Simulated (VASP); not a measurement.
Here is a VASP 6.6.1 calculation.

POSCAR

```
YIn3N4
1.0
    3.6529447462      0.0000000000      0.0000000000
   -1.8264723731      3.1635429488      0.0000000000
    0.0000000000      0.0000000000     11.5734779756
In Y N
3 1 4
Direct
    0.3333333333      0.6666666667      0.0036310878
    0.3333333333      0.6666666667      0.4937375153
    0.6666666667      0.3333333333      0.2485443769
    0.6666666667      0.3333333333      0.7444722951
    0.3333333333      0.6666666667      0.1934604136
    0.3333333333      0.6666666667      0.6825012047
    0.6666666667      0.3333333333      0.4386406405
    0.6666666667      0.3333333333      0.9450124660
```

File INCAR.step1:

```
SYSTEM = YIn3N4
  PREC = Accurate
  ENCUT = 520
  ISMEAR = 0
  SIGMA = 0.01
  LREAL = .False.
  LASPH = .True.
  NELM = 100
  NBANDS = 45
  GGA = PE
  ALGO = Normal
  EDIFF = 1E-4
  LWAVE = .True.
  LCHARG = .False.
```

The input INCAR.step2:

```
SYSTEM = YIn3N4
  PREC = Accurate
  ENCUT = 520
  EDIFF = 1E-7
  ISMEAR = 0
  SIGMA = 0.01
  LREAL = .False.
  LASPH = .True.
  NELM = 100
  ALGO = Normal
  ISIF = 2
  LWAVE = .False.
  LCHARG = .False.
  METAGGA = R2SCAN
  LMIXTAU = .True.
  NBANDS = 45
  ISTART = 1
```

KPOINTS

```
Automatic mesh
0
Gamma
  6 6 2
  0 0 0
```

Potentials or basis: VASP PAW PBE potentials, release 64 (In_d, Y_sv, N).

The run is started by

```bash
$ cat potpaw_PBE.64/In_d/POTCAR potpaw_PBE.64/Y_sv/POTCAR potpaw_PBE.64/N/POTCAR > POTCAR
$ cp INCAR.step1 INCAR
$ mpirun -np 1 vasp_std > vasp.out
$ cp INCAR.step2 INCAR
$ mpirun -np 1 vasp_std > vasp.out
```

Q: Estimate the band gap on the k mesh.

A: 0.60 eV (least direct gap 0.61 eV).

Q: What does it give for the largest force?

A: 0.078 eV/Å.

Q: Estimate the pressure.

A: -3.4 GPa.

Stress tensor (GPa, compression positive):
```
-3.48  0.00  0.00
 0.00 -3.48  0.00
 0.00  0.00 -3.29
```

Caveat: the cell stands under tension; the PAW data sets were made with another functional, which shifts forces and pressure a little; spin-orbit coupling is left out, which moves the levels of the heavy elements. A k mesh can miss the band edges.
